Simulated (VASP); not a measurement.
# Mg2GeN2 (Immm) in VASP: single point with PBE

Aim: the single point of Mg2GeN2 with PBE.

Everything below comes from runs of VASP 6.6.1. Logs are shortened: lines on timing, memory, paths and dates and some standing lists are left out, and cuts for length are marked.

## 1. The cell of the first run

The structure is orthorhombic, space group Immm (No. 71). Conventional cell: a = 3.008 Å, b = 4.314 Å, c = 9.167 Å, α = 90.00°, β = 90.00°, γ = 90.00°. Within 3.2 Å of Mg (site symmetry mm2) lie 4 N at 2.16 to 2.21 Å and 7 Mg at 3.01 to 3.12 Å and 5 Ge at 3.02 to 3.06 Å. Within 2.7 Å of Ge (site symmetry mmm) lie 4 N at 2.06 Å. Within 3.2 Å of N (site symmetry mm2) lie 2 Ge at 2.06 Å and 4 Mg at 2.16 to 2.21 Å and 7 N at 2.80 to 3.18 Å.

## 2. Single point, PBE

Contents of INCAR:

```
SYSTEM = Mg2GeN2
ALGO = Normal
EDIFF = 1E-6
ENCUT = 600
GGA = PE
GGA_COMPAT = .False.
ISIF = 2
ISMEAR = 0
LASPH = .True.
LCHARG = .False.
LREAL = .False.
LWAVE = .False.
NBANDS = 22
NELM = 120
PREC = Accurate
SIGMA = 0.01
```

Contents of KPOINTS:

```
k-points
0
Gamma
  14 14 14
  0 0 0
```

Contents of POSCAR:

```
Mg2GeN2
1.0
   -1.5037803421      2.1570250563      4.5837290460
    1.5037803421     -2.1570250563      4.5837290460
    1.5037803421      2.1570250563     -4.5837290460
Mg Ge N
2 1 2
Direct
    0.6702905463      0.6702905463      0.0000000000
    0.3297094537      0.3297094537      0.0000000000
    0.0000000000      0.0000000000      0.0000000000
    0.1528446155      0.6528446155      0.5000000000
    0.8471553845      0.3471553845      0.5000000000
```

Potentials or basis: VASP PAW PBE potentials, release 64 (Mg, Ge_d, N).

Command:

```console
$ cat potpaw_PBE.64/Mg/POTCAR potpaw_PBE.64/Ge_d/POTCAR potpaw_PBE.64/N/POTCAR > POTCAR
$ mpirun -np 1 vasp_std > vasp.out
```

OUTCAR:

```text
SYSTEM = Mg2GeN2
   EDIFF = 1E-6
   ENCUT = 600
   GGA = PE
   ISIF = 2
   ISMEAR = 0
   LASPH = .True.
   LREAL = .False.
   NELM = 120
   PREC = Accurate

 ion  position               nearest neighbor table
   1  0.670  0.670  0.000-   4 2.16   4 2.16   5 2.21   5 2.21   2 3.01   2 3.01   2 3.01   2 3.01
                             3 3.02   3 3.06   3 3.06   3 3.06   3 3.06   2 3.12
   2  0.330  0.330  0.000-   5 2.16   5 2.16   4 2.21   4 2.21   1 3.01   1 3.01   1 3.01   1 3.01
                             3 3.02   3 3.06   3 3.06   3 3.06   3 3.06   1 3.12
   3  0.000  0.000  0.000-   4 2.06   5 2.06   4 2.06   5 2.06   2 3.02   1 3.02   1 3.06   1 3.06
                             1 3.06   2 3.06   2 3.06   1 3.06   2 3.06   2 3.06
   4  0.153  0.653  0.500-   3 2.06   3 2.06   1 2.16   1 2.16   2 2.21   2 2.21
   5  0.847  0.347  0.500-   3 2.06   3 2.06   2 2.16   2 2.16   1 2.21   1 2.21

  LATTYP: Found a body centered orthorhombic cell.
 ALAT       =     3.0075606842
 B/A-ratio  =     1.4344016848
 C/A-ratio  =     3.0481373627

  Lattice vectors:

 A1 = (  -1.5037803421,   2.1570250563,   4.5837290460)
 A2 = (   1.5037803421,  -2.1570250563,   4.5837290460)
 A3 = (   1.5037803421,   2.1570250563,  -4.5837290460)

Analysis of symmetry for initial positions (statically):
=====================================================================
 Subroutine PRICEL returns:
 Original cell was already a primitive cell.

 Routine SETGRP: Setting up the symmetry group for a
 body centered orthorhombic supercell.

 Subroutine GETGRP returns: Found  8 space group operations
 (whereof  8 operations were pure point group operations)
 out of a pool of  8 trial point group operations.

The static configuration has the point symmetry D_2h.

Analysis of symmetry for dynamics (positions and initial velocities):
=====================================================================
 Subroutine PRICEL returns:
 Original cell was already a primitive cell.

 Routine SETGRP: Setting up the symmetry group for a
 body centered orthorhombic supercell.

 Subroutine GETGRP returns: Found  8 space group operations
 (whereof  8 operations were pure point group operations)
 out of a pool of  8 trial point group operations.

The dynamic configuration has the point symmetry D_2h.

 Subroutine INISYM returns: Found  8 space group operations
 (whereof  8 operations are pure point group operations),
 and found     1 'primitive' translations

----------------------------------------------------------------------------------------

                                     Primitive cell

  volume of cell :      59.4728
[... 100 lines left out ...]
   NFREE  =      0    steps in history (QN), initial steepest desc. (CG)
   ISIF   =      2    stress and relaxation
   ISYM   =      2    0-nonsym 1-usesym 2-fastsym
   POTIM  = 0.5000    time-step for ionic-motion
   TEBEG  =    0.0;   TEEND  =   0.0 temperature during run
   PSTRESS=    0.0 pullay stress
   NELECT =      28.0000    total number of electrons
   NUPDOWN=      -1.0000    fix difference up-down
   EMIN   =  10.00;   EMAX   =-10.00  energy-range for DOS
   EFERMI =   0.00;   METHOD = LEGACY
   ISMEAR =     0;   SIGMA  =   0.01  broadening in eV -4-tet -1-fermi 0-gaus
   EFERMI_NEDOS =   21; number of points for ismear=-14 and -15
   IALGO  =     38    algorithm
   IMIX   =      4    mixing-type and parameters
     AMIX     =   0.40;   BMIX     =  1.00
     AMIX_MAG =   1.60;   BMIX_MAG =  1.00
  volume/ion in A,a.u.               =      11.89        80.27
  Fermi-wavevector in a.u.,A,eV,Ry     =   1.273566  2.406690 22.068234  1.621969
  Thomas-Fermi vector in A             =   2.406382
   LORBIT       =      0    0 simple, 1 ext, 2 COOP (PROOUT), +10 PAW based schemes
   GGA     = PE    functional components
   LHFCALC =     F    Hartree Fock is set to
   AEXX    =    0.0000 exact exchange contribution
   IVDW    =     0    specifies the selected vdW correction
   LEPSILON=     F    determine dielectric tensor
   LRPA    =     F    only Hartree local field effects (RPA)
 non-spin polarized calculation
 Gauss-broadening in eV      SIGMA  =   0.01
  energy-cutoff  :      600.00
  volume of cell :       59.47
 maximum number of plane-waves:      2008
   NGX = 21   NGY = 21   NGZ = 21

 number of electron      28.0000007 magnetization

 Free energy of the ion-electron system (eV)
  ---------------------------------------------------
  ext. energy  EPLUGINS =         0.00000000
  ---------------------------------------------------
  free energy    TOTEN  =       -25.13272482 eV

  energy without entropy =      -25.13272482  energy(sigma->0) =      -25.13272482

 E-fermi :   6.3844     XC(G=0): -10.9671

 val. band max:        6.2732195977   @ k =  -0.2143   0.2143   0.2143
 cond. band min:       6.4445092491   @ k =   0.2143  -0.2143   0.2143
 fundamental gap:      0.1712896513
 Fermi energy:         6.3844070413

 k-point     1 :       0.0000    0.0000    0.0000
  band No.  band energies     occupation
      1     -19.1462      2.00000
      2     -19.0788      2.00000
      3     -19.0561      2.00000
      4     -19.0499      2.00000
      5     -19.0464      2.00000
      6     -10.6842      2.00000
[... 589 lines left out ...]
     21      15.0432      0.00000
     22      16.7346      0.00000

 [... further k-points ...]

------------------------ aborting loop because EDIFF is reached ----------------------------------------

  FORCE on cell =-STRESS in cart. coord.  units (eV):
  Direction    XX          YY          ZZ          XY          YZ          ZX
  --------------------------------------------------------------------------------------
  -------------------------------------------------------------------------------------
  Total       -0.1210349     -0.1834031     -0.1365716      0.0000000      0.0000000      0.0000000
  in kB       -3.2606390     -4.9408163     -3.6791924      0.0000000      0.0000000      0.0000000
  external PRESSURE =      -3.9602159 kB  Pullay stress =       0.0000000 kB

 VOLUME and BASIS-vectors are now :
 -----------------------------------------------------------------------------
  energy-cutoff  :      600.00
  volume of cell :       59.47
      direct lattice vectors                 reciprocal lattice vectors
    -1.503780342  2.157025056  4.583729046     0.000000000  0.231800738  0.109081491
     1.503780342 -2.157025056  4.583729046     0.332495369  0.000000000  0.109081491
     1.503780342  2.157025056 -4.583729046     0.332495369  0.231800738  0.000000000

 POSITION                                       TOTAL-FORCE (eV/Angst)
 -----------------------------------------------------------------------------------
      0.00000      0.00000      6.14486        -0.000000      0.000000      0.013196
      0.00000      0.00000      3.02260         0.000000     -0.000000     -0.013196
      0.00000      0.00000      0.00000        -0.000000      0.000000     -0.000000
      1.50378      0.00000      1.40120         0.000000      0.000000      0.023477
      0.00000      2.15703      3.18253        -0.000000     -0.000000     -0.023477
 -----------------------------------------------------------------------------------
    total drift:                                0.000000      0.000000     -0.000000

  FREE ENERGIE OF THE ION-ELECTRON SYSTEM (eV)
  ---------------------------------------------------
  free  energy   TOTEN  =       -25.1327248192 eV

  energy  without entropy=      -25.1327248192  energy(sigma->0) =      -25.13272482
```

OSZICAR:

```text
N       E                     dE             d eps       ncg     rms          rms(c)
DAV:   1     0.225612066386E+03    0.22561E+03   -0.14420E+04 23286   0.263E+03
DAV:   2     0.496881192342E+01   -0.22064E+03   -0.20641E+03 21144   0.693E+02
DAV:   3    -0.281699255220E+02   -0.33139E+02   -0.32674E+02 22756   0.142E+02
DAV:   4    -0.295279461420E+02   -0.13580E+01   -0.13559E+01 22400   0.318E+01
DAV:   5    -0.295566061933E+02   -0.28660E-01   -0.28657E-01 22052   0.514E+00    0.116E+01
DAV:   6    -0.251876778806E+02    0.43689E+01   -0.21036E+01 28722   0.377E+01    0.431E+00
DAV:   7    -0.251712263685E+02    0.16452E-01   -0.12550E+00 20182   0.760E+00    0.261E+00
DAV:   8    -0.251480380580E+02    0.23188E-01   -0.25927E-01 26158   0.404E+00    0.806E-01
DAV:   9    -0.251327268144E+02    0.15311E-01   -0.52237E-02 29680   0.184E+00    0.316E-01
DAV:  10    -0.251327640282E+02   -0.37214E-04   -0.55375E-03 21610   0.472E-01    0.507E-02
DAV:  11    -0.251327514370E+02    0.12591E-04   -0.40722E-04 27840   0.142E-01    0.428E-02
DAV:  12    -0.251327271777E+02    0.24259E-04   -0.49573E-05 26382   0.737E-02    0.180E-02
DAV:  13    -0.251327252573E+02    0.19205E-05   -0.70117E-06 25310   0.204E-02    0.817E-03
DAV:  14    -0.251327248192E+02    0.43803E-06   -0.17745E-06 15452   0.124E-02
   1 F= -.25132725E+02 E0= -.25132725E+02  d E =-.843642E-21
```

stdout:

```text
POSCAR found type information on POSCAR MgGeN
 POSCAR found :  3 types and       5 ions
 scaLAPACK will be used
 LDA part: xc-table for (Slater+PW92), standard interpolation
 POSCAR, INCAR and KPOINTS ok, starting setup
 FFT: planning ... GRIDC
 FFT: planning ... GRID_SOFT
 FFT: planning ... GRID
 WAVECAR not read
 entering main loop
```

Wall time 28 min (1 thread of Intel Xeon 8259CL, shared host); peak memory 0.81 GiB.

Results:

```yaml
Free_energy: -25.1327 eV
Pressure: -0.4 GPa
Largest_force: 0.023 eV/Å
Band_gap_on_the_k_mesh: 0.17 eV (least direct gap 0.35 eV)
```

Forces on the atoms (eV/Å):
```
Mg   0.000  0.000  0.013
Mg   0.000  0.000 -0.013
Ge   0.000  0.000  0.000
N    0.000  0.000  0.023
N    0.000  0.000 -0.023
```
